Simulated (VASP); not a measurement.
# Al2Ru in VASP: single point with r2SCAN

Aim: the single point of Al2Ru with r2SCAN.

All numbers are computed with VASP 6.6.1; they aren't measurements. Logs are shortened: lines on timing, memory, paths and dates and some standing lists are left out, and cuts for length are marked.

## (1) The cell of the first run

The cell holds a slab with vacuum, 9 atoms: a = 3.122 Å, b = 4.765 Å, c = 24.786 Å, α = 90.00°, β = 90.00°, γ = 109.12°.

## (2) Single point, r2SCAN

POSCAR

```
Al2Ru
1.0
    3.1218205100      0.0000000000      0.0000000000
   -1.5609102550      4.5017637688      0.0000000000
    0.0000000000      0.0000000000     24.7862389771
Al Ru
6 3
Direct
    0.7000790474      0.4001580947      0.3429322217
    0.4201447564      0.8402895129      0.3805217862
    0.8203028512      0.6406057023      0.4610685314
    0.5434475887      0.0869560662      0.4995489587
    0.9439404849      0.8877262362      0.5793352311
    0.6637934226      0.3303669187      0.6221058960
    0.1202238038      0.2404476076      0.4207951588
    0.2424257026      0.4847454409      0.5376011437
    0.3763677673      0.7526691701      0.6502670672
```

INCAR.step1

```
ALGO = Normal ; DIPOL = 0.5 0.5 0.499
EDIFF = 1E-4 ; ENCUT = 520
GGA = PE ; IDIPOL = 3
ISMEAR = 0 ; ISYM = 0
LASPH = True ; LCHARG = False
LDIPOL = True ; LREAL = False
LWAVE = True ; NBANDS = 40
NELM = 60 ; PREC = Accurate
SIGMA = 0.1
```

INCAR.step2

```
ALGO = Normal ; DIPOL = 0.5 0.5 0.499
EDIFF = 1E-7 ; ENCUT = 520
IDIPOL = 3 ; ISIF = 2
ISMEAR = 0 ; ISTART = 1
ISYM = 0 ; LASPH = True
LCHARG = True ; LDIPOL = True
LELF = True ; LMIXTAU = True
LREAL = False ; LVACPOTAV = True
LVHAR = True ; LWAVE = False
METAGGA = R2SCAN ; NBANDS = 40
NELM = 60 ; PREC = Accurate
SIGMA = 0.1
```

KPOINTS

```
k-points
0
Gamma
  10 7 1
```

Potentials or basis: VASP PAW PBE potentials, release 64 (Al, Ru_pv).

On the command line:

```console
$ cat potpaw_PBE.64/Al/POTCAR potpaw_PBE.64/Ru_pv/POTCAR > POTCAR
$ cp INCAR.step1 INCAR
$ mpirun -np 1 vasp_std > vasp.out
$ cp INCAR.step2 INCAR
$ mpirun -np 1 vasp_std > vasp.out
```

OUTCAR:

```text
EDIFF = 1E-7
   ENCUT = 520
   ISIF = 2
   ISMEAR = 0
   ISTART = 1
   ISYM = 0
   LASPH = True
   LREAL = False
   METAGGA = R2SCAN
   NELM = 60
   PREC = Accurate

 ion  position               nearest neighbor table
   1  0.700  0.400  0.343-   7 2.58   7 2.58   2 2.69   2 2.69   2 2.69   3 3.12
   2  0.420  0.840  0.381-   7 2.58   7 2.58   1 2.69   1 2.69   3 2.69   1 2.69   3 2.69   7 2.88
                             4 3.15
   3  0.820  0.641  0.461-   8 2.55   8 2.55   7 2.58   7 2.58   4 2.67   2 2.69   2 2.69   4 2.72
                             4 2.72   7 2.88   1 3.12   5 3.14
   4  0.543  0.087  0.500-   8 2.56   8 2.56   7 2.59   7 2.59   3 2.67   5 2.67   5 2.67   3 2.72
                             3 2.72   8 2.87   2 3.15   6 3.23
   5  0.944  0.888  0.579-   9 2.43   9 2.43   8 2.61   8 2.61   4 2.67   4 2.67   6 2.72   6 2.74
                             6 2.75   8 2.88   3 3.14
   6  0.664  0.330  0.622-   9 2.55   9 2.56   9 2.69   8 2.70   8 2.71   5 2.72   5 2.74   5 2.75
                             4 3.23
   7  0.120  0.240  0.421-   1 2.58   1 2.58   2 2.58   3 2.58   2 2.58   3 2.58   4 2.59   4 2.59
                             2 2.88   3 2.88   8 3.10
   8  0.242  0.485  0.538-   3 2.55   3 2.55   4 2.56   4 2.56   5 2.61   5 2.61   6 2.70   6 2.71
                             4 2.87   5 2.88   9 3.04   7 3.10
   9  0.376  0.753  0.650-   5 2.43   5 2.43   6 2.55   6 2.56   6 2.69   8 3.04

IMPORTANT INFORMATION: All symmetrisations will be switched off!
NOSYMM: (Re-)initialisation of all symmetry stuff for point group C_1.

----------------------------------------------------------------------------------------

                                     Primitive cell

  volume of cell :     348.3383

  direct lattice vectors                    reciprocal lattice vectors
     3.121820510  0.000000000  0.000000000     0.320325911  0.111067578  0.000000000
    -1.560910255  4.501763769  0.000000000     0.000000000  0.222135157  0.000000000
     0.000000000  0.000000000 24.786238977     0.000000000  0.000000000  0.040344967

  length of vectors
     3.121820510  4.764694938 24.786238977     0.339034949  0.222135157  0.040344967

  position of ions in fractional coordinates (direct lattice)
     0.700079047  0.400158095  0.342932222
     0.420144756  0.840289513  0.380521786
     0.820302851  0.640605702  0.461068531
     0.543447589  0.086956066  0.499548959
     0.943940485  0.887726236  0.579335231
     0.663793423  0.330366919  0.622105896
     0.120223804  0.240447608  0.420795159
     0.242425703  0.484745441  0.537601144
     0.376367767  0.752669170  0.650267067

  ion indices of the primitive-cell ions
   primitive index   ion index
                 1           1
                 2           2
                 3           3
                 4           4
                 5           5
                 6           6
                 7           7
                 8           8
                 9           9

----------------------------------------------------------------------------------------

 KPOINTS: k-points

Automatic generation of k-mesh.
 Grid dimensions read from file:
 generate k-points for:   10    7    1

 Generating k-lattice:

  Cartesian coordinates                     Fractional coordinates (reciprocal lattice)
     0.032032591  0.011106758  0.000000000     0.100000000  0.000000000  0.000000000
     0.000000000  0.031733594  0.000000000     0.000000000  0.142857143  0.000000000
     0.000000000  0.000000000  0.040344967     0.000000000  0.000000000  1.000000000

  Length of vectors
     0.033903495  0.031733594  0.040344967

  Shift w.r.t. Gamma in fractional coordinates (k-lattice)
     0.000000000  0.000000000  0.000000000

 -----------------------------------------------------------------------------
|                                                                             |
|           W    W    AA    RRRRR   N    N  II  N    N   GGGG   !!!           |
|           W    W   A  A   R    R  NN   N  II  NN   N  G    G  !!!           |
|           W    W  A    A  R    R  N N  N  II  N N  N  G       !!!           |
|           W WW W  AAAAAA  RRRRR   N  N N  II  N  N N  G  GGG   !            |
|           WW  WW  A    A  R   R   N   NN  II  N   NN  G    G                |
|           W    W  A    A  R    R  N    N  II  N    N   GGGG   !!!           |
|                                                                             |
|     Your reciprocal lattice and k-lattice belong to different lattice       |
|     classes:                                                                |
|                                                                             |
|        The reciprocal lattice is base centered orthorhombic,                |
|        whereas your k-lattice is simple monoclinic.                         |
|                                                                             |
|     Results are often still useful ...                                      |
|                                                                             |
 -----------------------------------------------------------------------------

 WARNING: IBZKPT: internal override: KBLOWUP is changed to .FALSE.
      ... skipping the blow-up phase ...

 Subroutine IBZKPT returns following result:
 ===========================================

 Found     36 irreducible k-points:

 Following reciprocal coordinates:
            Coordinates               Weight
  0.000000  0.000000  0.000000      1.000000
  0.100000  0.000000  0.000000      2.000000
  0.200000  0.000000  0.000000      2.000000
  0.300000  0.000000  0.000000      2.000000
  0.400000  0.000000  0.000000      2.000000
  0.500000  0.000000  0.000000      1.000000
[... 16 lines left out ...]
 -0.400000  0.285714  0.000000      2.000000
 -0.300000  0.285714  0.000000      2.000000
 [... further k-points ...]
   k-points           NKPTS =     36   k-points in BZ     NKDIM =     36   number of bands    NBANDS=     40
   number of dos      NEDOS =    301   number of ions     NIONS =      9
   total plane-waves  NPLWV = 165888
   dimension x,y,z NGX =    24 NGY =   36 NGZ =  192
   dimension x,y,z NGXF=    48 NGYF=   72 NGZF=  384
   ions per type =               6   3
   NGX,Y,Z   is equivalent  to a cutoff of  12.78, 12.56, 12.88 a.u.
   NGXF,Y,Z  is equivalent  to a cutoff of  25.56, 25.12, 25.76 a.u.
 SYSTEM =  unknown system
   PREC   = accura    normal or accurate (medium, high low for compatibility)
   ISTART =      1    job   : 0-new  1-cont  2-samecut
   ICHARG =      0    charge: 1-file 2-atom 10-const
   ISPIN  =      1    spin polarized calculation?
   LNONCOLLINEAR =      F non collinear calculations
   LSORBIT =      F    spin-orbit coupling
   LASPH  =      T    aspherical Exc in radial PAW
   ENCUT  =  520.0 eV  38.22 Ry    6.18 a.u.   5.80  8.86 46.09*2*pi/ulx,y,z
   NELM   =     60;   NELMIN=  2; NELMDL=  0     # of ELM steps
   EDIFF  = 0.1E-06   stopping-criterion for ELM
   LREAL  =      F    real-space projection
   EDIFFG = 0.1E-05   stopping-criterion for IOM
   NSW    =      0    number of steps for IOM
   IBRION =     -1    ionic relax: 0-MD 1-quasi-New 2-CG
   NFREE  =      0    steps in history (QN), initial steepest desc. (CG)
   ISIF   =      2    stress and relaxation
   ISYM   =      0    0-nonsym 1-usesym 2-fastsym
   POTIM  = 0.5000    time-step for ionic-motion
   TEBEG  =    0.0;   TEEND  =   0.0 temperature during run
   PSTRESS=    0.0 pullay stress
   NELECT =      60.0000    total number of electrons
   NUPDOWN=      -1.0000    fix difference up-down
   EMIN   =  10.00;   EMAX   =-10.00  energy-range for DOS
   EFERMI =   0.00;   METHOD = LEGACY
   ISMEAR =     0;   SIGMA  =   0.10  broadening in eV -4-tet -1-fermi 0-gaus
   EFERMI_NEDOS =   21; number of points for ismear=-14 and -15
   IALGO  =     38    algorithm
   IMIX   =      4    mixing-type and parameters
     AMIX     =   0.40;   BMIX     =  1.00
     AMIX_MAG =   1.60;   BMIX_MAG =  1.00
  volume/ion in A,a.u.               =      38.70       261.19
  Fermi-wavevector in a.u.,A,eV,Ry     =   0.910874  1.721302 11.288630  0.829691
  Thomas-Fermi vector in A             =   2.035087
   LORBIT       =      0    0 simple, 1 ext, 2 COOP (PROOUT), +10 PAW based schemes
   METAGGA = R2SCAN    functional components
   LHFCALC =     F    Hartree Fock is set to
   AEXX    =    0.0000 exact exchange contribution
   IVDW    =     0    specifies the selected vdW correction
   LEPSILON=     F    determine dielectric tensor
   LRPA    =     F    only Hartree local field effects (RPA)
 non-spin polarized calculation
 Gauss-broadening in eV      SIGMA  =   0.10
  energy-cutoff  :      520.00
  volume of cell :      348.34
 maximum number of plane-waves:      9418
   NGX = 11   NGY = 17   NGZ = 93

 dipolmoment           0.000000      0.000000      0.093761 electrons x Angstroem

 number of electron      59.9999997 magnetization

 dipolmoment           0.000000      0.000000     -0.024217 electrons x Angstroem

 Free energy of the ion-electron system (eV)
  ---------------------------------------------------
  ext. energy  EPLUGINS =         0.00000000
  ---------------------------------------------------
  free energy    TOTEN  =      -118.22228571 eV

  energy without entropy =     -118.20594936  energy(sigma->0) =     -118.21411753

 E-fermi :   1.1017     XC(G=0):  -5.3797

 val. band max:        1.0986603717   @ k =  -0.2000   0.1429   0.0000
 cond. band min:       1.1484682341   @ k =  -0.4000   0.2857   0.0000
 fundamental gap:      0.0498078624
 Fermi energy:         1.1016540303

 k-point     1 :       0.0000    0.0000    0.0000
  band No.  band energies     occupation
      1     -42.8368      2.00000
      2     -42.8308      2.00000
      3     -42.7713      2.00000
      4     -42.6536      2.00000
      5     -42.5550      2.00000
      6     -42.5163      2.00000
[... 32 lines left out ...]
     39       5.5447      0.00000
     40       5.7211      0.00000

 k-point     2 :       0.1000    0.0000    0.0000
  band No.  band energies     occupation
      1     -42.8507      2.00000
      2     -42.8294      2.00000
      3     -42.7698      2.00000
      4     -42.6522      2.00000
      5     -42.5688      2.00000
      6     -42.5149      2.00000
[... 32 lines left out ...]
     39       5.5759      0.00000
     40       5.7005      0.00000

 k-point     3 :       0.2000    0.0000    0.0000
  band No.  band energies     occupation
      1     -42.8872      2.00000
      2     -42.8254      2.00000
      3     -42.7660      2.00000
      4     -42.6484      2.00000
      5     -42.6049      2.00000
      6     -42.5113      2.00000
[... 32 lines left out ...]
     39       5.4320      0.00000
     40       5.7030      0.00000

 k-point     4 :       0.3000    0.0000    0.0000
  band No.  band energies     occupation
      1     -42.9321      2.00000
      2     -42.8206      2.00000
      3     -42.7612      2.00000
      4     -42.6493      2.00000
      5     -42.6438      2.00000
      6     -42.5069      2.00000
[... 32 lines left out ...]
     39       5.1428      0.00000
     40       5.5211      0.00000
[... 772 lines left out ...]
     39       4.9480      0.00000
     40       5.5064      0.00000

 k-point    23 :      -0.4000    0.2857    0.0000
  band No.  band energies     occupation
      1     -42.9681      2.00000
      2     -42.8166      2.00000
      3     -42.7573      2.00000
      4     -42.6849      2.00000
      5     -42.6400      2.00000
      6     -42.5032      2.00000
[... 32 lines left out ...]
     39       5.0928      0.00000
     40       5.2607      0.00000

 k-point    24 :      -0.3000    0.2857    0.0000
  band No.  band energies     occupation
      1     -42.9321      2.00000
      2     -42.8206      2.00000
      3     -42.7612      2.00000
      4     -42.6493      2.00000
      5     -42.6438      2.00000
      6     -42.5068      2.00000
[... 32 lines left out ...]
     39       5.0937      0.00000
     40       5.4423      0.00000

 [... further k-points ...]

------------------------ aborting loop because EDIFF is reached ----------------------------------------

  FORCE on cell =-STRESS in cart. coord.  units (eV):
  Direction    XX          YY          ZZ          XY          YZ          ZX
  --------------------------------------------------------------------------------------
  -------------------------------------------------------------------------------------
  Total       -3.8398457     -4.3856670     -0.0930781     -0.0881747     -0.5299447      0.0048416
  in kB      -17.6613174    -20.1718146     -0.4281114     -0.4055582     -2.4374733      0.0222688
  external PRESSURE =     -12.7537478 kB  Pullay stress =       0.0000000 kB

 VOLUME and BASIS-vectors are now :
 -----------------------------------------------------------------------------
  energy-cutoff  :      520.00
  volume of cell :      348.34
      direct lattice vectors                 reciprocal lattice vectors
     3.121820510  0.000000000  0.000000000     0.320325911  0.111067578  0.000000000
    -1.560910255  4.501763769  0.000000000     0.000000000  0.222135157  0.000000000
     0.000000000  0.000000000 24.786238977     0.000000000  0.000000000  0.040344967

 POSITION                                       TOTAL-FORCE (eV/Angst)
 -----------------------------------------------------------------------------------
      1.56091      1.80142      8.50000        -0.000293      0.373410      0.213786
     -0.00000      3.78278      9.43170         0.001693      0.004059     -0.123064
      1.56091      2.88386     11.42815        -0.000384      0.140652      0.272199
      1.56082      0.39146     12.38194        -0.000724     -0.020058     -0.000596
      1.56115      3.99633     14.35954        -0.000349      0.030465     -0.017474
      1.55657      1.48723     15.41967         0.001489     -0.013897     -0.023450
      0.00000      1.08244     10.42993        -0.001507     -0.519828     -0.348655
      0.00017      2.18221     13.32511        -0.000903     -0.006520      0.006258
      0.00010      3.38834     16.11767         0.000978      0.011718      0.020996
 -----------------------------------------------------------------------------------
    total drift:                               -0.000471     -0.002663      0.000851

  FREE ENERGIE OF THE ION-ELECTRON SYSTEM (eV)
  ---------------------------------------------------
  free  energy   TOTEN  =      -118.2222857077 eV

  energy  without entropy=     -118.2059493594  energy(sigma->0) =     -118.21411753

 vacuum level on the upper side and lower side of the slab         5.074         5.386
```

It took 26 min on 1 thread of Intel Xeon 6975P-C (Granite Rapids), shared host; peak memory 0.67 GiB.

Results:

```
Free energy            : -118.2223 eV
Largest force          : 0.626 eV/Å
Band gap on the k mesh : zero (band 30 reaches 1.34 eV, above the bottom of band 31 at 0.77 eV)
```

Forces on the atoms (eV/Å):
```
Al   0.000  0.373  0.214
Al   0.002  0.004 -0.123
Al   0.000  0.141  0.272
Al  -0.001 -0.020 -0.001
Al   0.000  0.030 -0.017
Al   0.001 -0.014 -0.023
Ru  -0.002 -0.520 -0.349
Ru  -0.001 -0.007  0.006
Ru   0.001  0.012  0.021
```

Caveat: the PAW data sets were made with another functional, which shifts forces and pressure a little.
